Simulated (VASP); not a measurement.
# WC (P6/mmm) in VASP: single point with PBE

Aim: the single point of WC with PBE.

Program: VASP 6.6.1. These are calculated values, not measurements. Logs are shortened: lines on timing, memory, paths and dates and some standing lists are left out, and cuts for length are marked.

**1. The cell of the first run**

Symmetry: P6/mmm, No. 191, hexagonal system. Conventional cell: a = 2.811 Å, b = 2.811 Å, c = 4.086 Å, α = 90.00°, β = 90.00°, γ = 120.00°. Within 2.7 Å of W (site symmetry 6/mmm) lie 2 C at 2.04 Å. Within 2.7 Å of C (site symmetry 6/mmm) lie 2 W at 2.04 Å.

**2. Single point, PBE**

INCAR

```
SYSTEM = WC
  ALGO = Normal
  EDIFF = 1E-6
  ENCUT = 520
  GGA = PE
  ISIF = 2
  ISMEAR = 0
  LASPH = .True.
  LCHARG = .False.
  LREAL = .False.
  LWAVE = .False.
  NBANDS = 16
  NELM = 60
  PREC = Accurate
  SIGMA = 0.1
```

KPOINTS

```
k-points
0
Gamma
  24 24 14
  0 0 0
```

POSCAR

```
WC
1.0
    2.8109188851      0.0000000000      0.0000000000
   -1.4054594425      2.4343271624      0.0000000000
    0.0000000000      0.0000000000      4.0855171144
W C
1 1
Direct
    0.0000000000      0.0000000000      0.5000000000
    0.0000000000      0.0000000000      0.0000000000
```

Potentials or basis: VASP PAW PBE potentials, release 64 (W_sv, C).

On the command line:

```console
> cat potpaw_PBE.64/W_sv/POTCAR potpaw_PBE.64/C/POTCAR > POTCAR
> mpirun -np 1 vasp_std > vasp.out
```

OUTCAR:

```text
SYSTEM = WC
   EDIFF = 1E-6
   ENCUT = 520
   GGA = PE
   ISIF = 2
   ISMEAR = 0
   LASPH = .True.
   LREAL = .False.
   NELM = 60
   PREC = Accurate

 ion  position               nearest neighbor table
   1  0.000  0.000  0.500-   2 2.04   2 2.04
   2  0.000  0.000  0.000-   1 2.04   1 2.04

  LATTYP: Found a hexagonal cell.
 ALAT       =     2.8109188851
 C/A-ratio  =     1.4534453968

  Lattice vectors:

 A1 = (   2.8109188851,   0.0000000000,   0.0000000000)
 A2 = (  -1.4054594425,   2.4343271624,   0.0000000000)
 A3 = (   0.0000000000,   0.0000000000,   4.0855171144)

Analysis of symmetry for initial positions (statically):
=====================================================================
 Subroutine PRICEL returns:
 Original cell was already a primitive cell.

 Routine SETGRP: Setting up the symmetry group for a
 hexagonal supercell.

 Subroutine GETGRP returns: Found 24 space group operations
 (whereof 24 operations were pure point group operations)
 out of a pool of 24 trial point group operations.

The static configuration has the point symmetry D_6h.

Analysis of symmetry for dynamics (positions and initial velocities):
=====================================================================
 Subroutine PRICEL returns:
 Original cell was already a primitive cell.

 Routine SETGRP: Setting up the symmetry group for a
 hexagonal supercell.

 Subroutine GETGRP returns: Found 24 space group operations
 (whereof 24 operations were pure point group operations)
 out of a pool of 24 trial point group operations.

The dynamic configuration has the point symmetry D_6h.

 Subroutine INISYM returns: Found 24 space group operations
 (whereof 24 operations are pure point group operations),
 and found     1 'primitive' translations

----------------------------------------------------------------------------------------

                                     Primitive cell

  volume of cell :      27.9560

  direct lattice vectors                    reciprocal lattice vectors
     2.810918885  0.000000000  0.000000000     0.355755552  0.205395564  0.000000000
    -1.405459442  2.434327162  0.000000000     0.000000000  0.410791128  0.000000000
     0.000000000  0.000000000  4.085517114     0.000000000  0.000000000  0.244767057

  length of vectors
     2.810918885  2.810918885  4.085517114     0.410791128  0.410791128  0.244767057

[... 79 lines left out ...]
   NELM   =     60;   NELMIN=  2; NELMDL= -5     # of ELM steps
   EDIFF  = 0.1E-05   stopping-criterion for ELM
   LREAL  =      F    real-space projection
   EDIFFG = 0.1E-04   stopping-criterion for IOM
   NSW    =      0    number of steps for IOM
   IBRION =     -1    ionic relax: 0-MD 1-quasi-New 2-CG
   NFREE  =      0    steps in history (QN), initial steepest desc. (CG)
   ISIF   =      2    stress and relaxation
   ISYM   =      2    0-nonsym 1-usesym 2-fastsym
   POTIM  = 0.5000    time-step for ionic-motion
   TEBEG  =    0.0;   TEEND  =   0.0 temperature during run
   PSTRESS=    0.0 pullay stress
   NELECT =      18.0000    total number of electrons
   NUPDOWN=      -1.0000    fix difference up-down
   EMIN   =  10.00;   EMAX   =-10.00  energy-range for DOS
   EFERMI =   0.00;   METHOD = LEGACY
   ISMEAR =     0;   SIGMA  =   0.10  broadening in eV -4-tet -1-fermi 0-gaus
   EFERMI_NEDOS =   21; number of points for ismear=-14 and -15
   IALGO  =     38    algorithm
   IMIX   =      4    mixing-type and parameters
     AMIX     =   0.40;   BMIX     =  1.00
     AMIX_MAG =   1.60;   BMIX_MAG =  1.00
  volume/ion in A,a.u.               =      13.98        94.33
  Fermi-wavevector in a.u.,A,eV,Ry     =   1.413647  2.671405 27.189844  1.998397
  Thomas-Fermi vector in A             =   2.535271
   LORBIT       =      0    0 simple, 1 ext, 2 COOP (PROOUT), +10 PAW based schemes
   GGA     = PE    functional components
   LHFCALC =     F    Hartree Fock is set to
   AEXX    =    0.0000 exact exchange contribution
   IVDW    =     0    specifies the selected vdW correction
   LEPSILON=     F    determine dielectric tensor
   LRPA    =     F    only Hartree local field effects (RPA)
 non-spin polarized calculation
 Gauss-broadening in eV      SIGMA  =   0.10
  energy-cutoff  :      520.00
  volume of cell :       27.96
 maximum number of plane-waves:       764
 NGX is ok and might be reduce to    24
   NGX = 11   NGY = 11   NGZ = 15

 number of electron      18.0000005 magnetization

 Free energy of the ion-electron system (eV)
  ---------------------------------------------------
  ext. energy  EPLUGINS =         0.00000000
  ---------------------------------------------------
  free energy    TOTEN  =       -18.13246646 eV

  energy without entropy =      -18.12425658  energy(sigma->0) =      -18.12836152

 E-fermi :   6.9058     XC(G=0): -12.0756

 val. band max:        6.9050097486   @ k =   0.0833   0.0417   0.4286
 cond. band min:       6.9094113048   @ k =   0.0417   0.0000   0.0000
 fundamental gap:      0.0044015562
 Fermi energy:         6.9057828641

 k-point     1 :       0.0000    0.0000    0.0000
  band No.  band energies     occupation
      1     -66.6684      2.00000
      2     -31.0188      2.00000
      3     -30.3751      2.00000
      4     -30.3751      2.00000
      5      -5.4063      2.00000
      6       1.3836      2.00000
[... 433 lines left out ...]
      3     -30.8737      2.00000
      4     -30.6205      2.00000
      5      -2.8507      2.00000
      6       3.0025      2.00000
[... 8 lines left out ...]
     15      19.6949      0.00000
     16      20.4685      0.00000

 [... further k-points ...]

------------------------ aborting loop because EDIFF is reached ----------------------------------------

  FORCE on cell =-STRESS in cart. coord.  units (eV):
  Direction    XX          YY          ZZ          XY          YZ          ZX
  --------------------------------------------------------------------------------------
  -------------------------------------------------------------------------------------
  Total        0.0271340      0.0271340      0.1262668      0.0000000      0.0000000      0.0000000
  in kB        1.5550711      1.5550711      7.2364510      0.0000000      0.0000000      0.0000000
  external PRESSURE =       3.4488644 kB  Pullay stress =       0.0000000 kB

 VOLUME and BASIS-vectors are now :
 -----------------------------------------------------------------------------
  energy-cutoff  :      520.00
  volume of cell :       27.96
      direct lattice vectors                 reciprocal lattice vectors
     2.810918885  0.000000000  0.000000000     0.355755552  0.205395564  0.000000000
    -1.405459442  2.434327162  0.000000000     0.000000000  0.410791128  0.000000000
     0.000000000  0.000000000  4.085517114     0.000000000  0.000000000  0.244767057

 POSITION                                       TOTAL-FORCE (eV/Angst)
 -----------------------------------------------------------------------------------
      0.00000      0.00000      2.04276         0.000000      0.000000      0.000000
      0.00000      0.00000      0.00000        -0.000000      0.000000      0.000000
 -----------------------------------------------------------------------------------
    total drift:                                0.000000      0.000000      0.000000

  FREE ENERGIE OF THE ION-ELECTRON SYSTEM (eV)
  ---------------------------------------------------
  free  energy   TOTEN  =       -18.1324664581 eV

  energy  without entropy=      -18.1242565827  energy(sigma->0) =      -18.12836152
```

Run time: 4.2 min. Hardware: 1 thread of Intel Xeon 8259CL, shared host; peak memory 0.32 GiB.

What came out:

```yaml
Free_energy: -18.1325 eV
Pressure: 0.3 GPa
Band_gap_on_the_k_mesh: zero (bands 9 and 10 overlap by 2.87 eV)
```

Stress tensor (GPa, compression positive):
```
0.16 0.00 0.00
0.00 0.16 0.00
0.00 0.00 0.72
```

Caveat: spin-orbit coupling is left out, which moves the levels of the heavy elements.
